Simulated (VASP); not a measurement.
# GaIr (Pm-3m) in VASP: single point with LDA

Aim: the single point of GaIr with LDA.

Everything below comes from runs of VASP 6.6.1. Logs are shortened: lines on timing, memory, paths and dates and some standing lists are left out, and cuts for length are marked.

**1. The cell of the first run**

The structure is cubic, space group Pm-3m (No. 221). Conventional cell: a = 3.004 Å, b = 3.004 Å, c = 3.004 Å, α = 90.00°, β = 90.00°, γ = 90.00°. Within 3.4 Å of Ga (site symmetry m-3m) lie 8 Ir at 2.60 Å and 6 Ga at 3.00 Å. Within 3.4 Å of Ir (site symmetry m-3m) lie 8 Ga at 2.60 Å and 6 Ir at 3.00 Å.

**2. Single point, LDA**

The input, INCAR:

```
ALGO = Normal
EDIFF = 1E-6
ENCUT = 500
GGA = CA
GGA_COMPAT = False
ISIF = 2
ISMEAR = 1
LASPH = True
LCHARG = True
LELF = True
LREAL = False
LVHAR = True
LWAVE = False
NBANDS = 18
NELM = 120
PREC = Accurate
SIGMA = 0.3
```

The input, KPOINTS:

```
k-points
0
Gamma
  8 8 8
```

The input, POSCAR:

```
GaIr
1.0
    3.0040000000      0.0000000000      0.0000000000
    0.0000000000      3.0040000000      0.0000000000
    0.0000000000      0.0000000000      3.0040000000
Ga Ir
1 1
Direct
    0.0000000000      0.0000000000      0.0000000000
    0.5000000000      0.5000000000      0.5000000000
```

Potentials or basis: VASP PAW LDA potentials, release 64 (Ga_d, Ir).

Started as:

```sh
$ cat potpaw_LDA.64/Ga_d/POTCAR potpaw_LDA.64/Ir/POTCAR > POTCAR
$ mpirun -np 1 vasp_std > vasp.out
```

OUTCAR:

```text
EDIFF = 1E-6
   ENCUT = 500
   GGA = CA
   ISIF = 2
   ISMEAR = 1
   LASPH = True
   LREAL = False
   NELM = 120
   PREC = Accurate

 ion  position               nearest neighbor table
   1  0.000  0.000  0.000-   2 2.60   2 2.60   2 2.60   2 2.60   2 2.60   2 2.60   2 2.60   2 2.60

   2  0.500  0.500  0.500-   1 2.60   1 2.60   1 2.60   1 2.60   1 2.60   1 2.60   1 2.60   1 2.60

  LATTYP: Found a simple cubic cell.
 ALAT       =     3.0040000000

  Lattice vectors:

 A1 = (   3.0040000000,   0.0000000000,   0.0000000000)
 A2 = (   0.0000000000,   3.0040000000,   0.0000000000)
 A3 = (   0.0000000000,   0.0000000000,   3.0040000000)

Analysis of symmetry for initial positions (statically):
=====================================================================
 Subroutine PRICEL returns:
 Original cell was already a primitive cell.

 Routine SETGRP: Setting up the symmetry group for a
 simple cubic supercell.

 Subroutine GETGRP returns: Found 48 space group operations
 (whereof 48 operations were pure point group operations)
 out of a pool of 48 trial point group operations.

The static configuration has the point symmetry O_h .

Analysis of symmetry for dynamics (positions and initial velocities):
=====================================================================
 Subroutine PRICEL returns:
 Original cell was already a primitive cell.

 Routine SETGRP: Setting up the symmetry group for a
 simple cubic supercell.

 Subroutine GETGRP returns: Found 48 space group operations
 (whereof 48 operations were pure point group operations)
 out of a pool of 48 trial point group operations.

The dynamic configuration has the point symmetry O_h .

 Subroutine INISYM returns: Found 48 space group operations
 (whereof 48 operations are pure point group operations),
 and found     1 'primitive' translations

----------------------------------------------------------------------------------------

                                     Primitive cell

  volume of cell :      27.1081

  direct lattice vectors                    reciprocal lattice vectors
     3.004000000  0.000000000  0.000000000     0.332889481  0.000000000  0.000000000
     0.000000000  3.004000000  0.000000000     0.000000000  0.332889481  0.000000000
     0.000000000  0.000000000  3.004000000     0.000000000  0.000000000  0.332889481

  length of vectors
[... 74 lines left out ...]
   ISTART =      0    job   : 0-new  1-cont  2-samecut
   ICHARG =      2    charge: 1-file 2-atom 10-const
   ISPIN  =      1    spin polarized calculation?
   LNONCOLLINEAR =      F non collinear calculations
   LSORBIT =      F    spin-orbit coupling
   LASPH  =      T    aspherical Exc in radial PAW
   ENCUT  =  500.0 eV  36.75 Ry    6.06 a.u.   5.48  5.48  5.48*2*pi/ulx,y,z
   NELM   =    120;   NELMIN=  2; NELMDL= -5     # of ELM steps
   EDIFF  = 0.1E-05   stopping-criterion for ELM
   LREAL  =      F    real-space projection
   EDIFFG = 0.1E-04   stopping-criterion for IOM
   NSW    =      0    number of steps for IOM
   IBRION =     -1    ionic relax: 0-MD 1-quasi-New 2-CG
   NFREE  =      0    steps in history (QN), initial steepest desc. (CG)
   ISIF   =      2    stress and relaxation
   ISYM   =      2    0-nonsym 1-usesym 2-fastsym
   POTIM  = 0.5000    time-step for ionic-motion
   TEBEG  =    0.0;   TEEND  =   0.0 temperature during run
   PSTRESS=    0.0 pullay stress
   NELECT =      22.0000    total number of electrons
   NUPDOWN=      -1.0000    fix difference up-down
   EMIN   =  10.00;   EMAX   =-10.00  energy-range for DOS
   EFERMI =   0.00;   METHOD = LEGACY
   ISMEAR =     1;   SIGMA  =   0.30  broadening in eV -4-tet -1-fermi 0-gaus
   EFERMI_NEDOS =   21; number of points for ismear=-14 and -15
   IALGO  =     38    algorithm
   IMIX   =      4    mixing-type and parameters
     AMIX     =   0.40;   BMIX     =  1.00
     AMIX_MAG =   1.60;   BMIX_MAG =  1.00
  volume/ion in A,a.u.               =      13.55        91.47
  Fermi-wavevector in a.u.,A,eV,Ry     =   1.527035  2.885679 31.726574  2.331837
  Thomas-Fermi vector in A             =   2.634987
   LORBIT       =      0    0 simple, 1 ext, 2 COOP (PROOUT), +10 PAW based schemes
   GGA     = CA    functional components
   LHFCALC =     F    Hartree Fock is set to
   AEXX    =    0.0000 exact exchange contribution
   IVDW    =     0    specifies the selected vdW correction
   LEPSILON=     F    determine dielectric tensor
   LRPA    =     F    only Hartree local field effects (RPA)
 non-spin polarized calculation
 Methfessel and Paxton  Order N= 1 SIGMA  =   0.30
  energy-cutoff  :      500.00
  volume of cell :       27.11
 maximum number of plane-waves:       703
 NGX is ok and might be reduce to    24
   NGX = 11   NGY = 11   NGZ = 11

 number of electron      22.0000007 magnetization

 Free energy of the ion-electron system (eV)
  ---------------------------------------------------
  ext. energy  EPLUGINS =         0.00000000
  ---------------------------------------------------
  free energy    TOTEN  =       -14.76789863 eV

  energy without entropy =      -14.76650933  energy(sigma->0) =      -14.76743553

 E-fermi :  10.0830     XC(G=0): -13.7815

 val. band max:       10.0473978292   @ k =   0.5000   0.3750   0.0000
 cond. band min:      10.1022624598   @ k =   0.3750   0.0000   0.0000
 fundamental gap:      0.0548646307
 Fermi energy:        10.0830379005

 k-point     1 :       0.0000    0.0000    0.0000
  band No.  band energies     occupation
      1      -5.7094      2.00000
      2      -5.7094      2.00000
      3      -5.4454      2.00000
      4      -5.4454      2.00000
      5      -5.4454      2.00000
      6      -3.0256      2.00000
[... 481 lines left out ...]
      5      -5.3159      2.00000
      6       1.5678      2.00000
[... 10 lines left out ...]
     17      22.1211      0.00000
     18      26.5155      0.00000

 [... further k-points ...]
[... 5 lines left out ...]
  --------------------------------------------------------------------------------------
  -------------------------------------------------------------------------------------
  Total        0.0460021      0.0460021      0.0460021      0.0000000     -0.0000000      0.0000000
  in kB        2.7188673      2.7188673      2.7188673      0.0000000     -0.0000000      0.0000000
  external PRESSURE =       2.7188673 kB  Pullay stress =       0.0000000 kB

 VOLUME and BASIS-vectors are now :
 -----------------------------------------------------------------------------
  energy-cutoff  :      500.00
  volume of cell :       27.11
      direct lattice vectors                 reciprocal lattice vectors
     3.004000000  0.000000000  0.000000000     0.332889481  0.000000000  0.000000000
     0.000000000  3.004000000  0.000000000     0.000000000  0.332889481  0.000000000
     0.000000000  0.000000000  3.004000000     0.000000000  0.000000000  0.332889481

 POSITION                                       TOTAL-FORCE (eV/Angst)
 -----------------------------------------------------------------------------------
      0.00000      0.00000      0.00000         0.000000      0.000000      0.000000
      1.50200      1.50200      1.50200         0.000000      0.000000      0.000000
 -----------------------------------------------------------------------------------
    total drift:                                0.000000      0.000000     -0.000000

  FREE ENERGIE OF THE ION-ELECTRON SYSTEM (eV)
  ---------------------------------------------------
  free  energy   TOTEN  =       -14.7678986320 eV

  energy  without entropy=      -14.7665093256  energy(sigma->0) =      -14.76743553
```

stdout:

```text
POSCAR found type information on POSCAR GaIr
 POSCAR found :  2 types and       2 ions
 scaLAPACK will be used
 LDA part: xc-table for (Slater(with rela. corr.)+CA(PZ))
 , standard interpolation
 POSCAR, INCAR and KPOINTS ok, starting setup
 FFT: planning ... GRIDC
 FFT: planning ... GRID_SOFT
 FFT: planning ... GRID
 WAVECAR not read
 entering main loop
```

Run time: 11 s. Hardware: 1 thread of Intel Xeon Platinum 8488C (Sapphire Rapids), shared host; peak memory 0.14 GiB.

Results:

- Free energy: -14.7679 eV
- Pressure: 0.3 GPa
- Band gap on the k mesh: zero (bands 11 and 12 overlap by 0.82 eV)

Caveat: so wide a smearing shifts energies and pressures; spin-orbit coupling is left out, which moves the levels of the heavy elements.

The gap in the log of VASP goes by the Fermi energy; the results here count the filled bands.